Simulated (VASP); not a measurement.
Input of a VASP 6.6.1 run:

Contents of INCAR:

```
SYSTEM = Te2Mo
PREC = Accurate ; ENCUT = 600
EDIFF = 1E-6 ; ISMEAR = 0
SIGMA = 0.02 ; LREAL = .FALSE.
LASPH = .TRUE. ; NELM = 80
ALGO = Normal ; ISIF = 4
LWAVE = .FALSE. ; LCHARG = .FALSE.
GGA = PE ; IVDW = 12
IBRION = 2 ; NSW = 50
EDIFFG = -0.01
```

The input KPOINTS:

```
regular mesh
0
G
  9 9 4
  0 0 0
```

Contents of POSCAR:

```
Te2Mo
1.0
    3.4598716654      0.0000000000      0.0000000000
   -1.7299358327      2.9963367560      0.0000000000
    0.0000000000      0.0000000000      7.5469675881
Te Mo
2 1
Direct
    0.3333333333      0.6666666667      0.7613983567
    0.3333333333      0.6666666667      0.2386016433
    0.0000000000      0.0000000000      0.0000000000
```

Potentials or basis: VASP PAW PBE potentials, release 64 (Te, Mo_sv).

Run with:

```bash
$ cat potpaw_PBE.64/Te/POTCAR potpaw_PBE.64/Mo_sv/POTCAR > POTCAR
$ mpirun -np 1 vasp_std > vasp.out
```

(1) Estimate the band gap on the k mesh.

(2) Predict the dispersion energy per atom.

## Answers

(1) 0.91 eV, indirect (least direct gap 1.23 eV).

(2) -0.514 eV.

Caveat: spin-orbit coupling is left out, which moves the levels of the heavy elements.
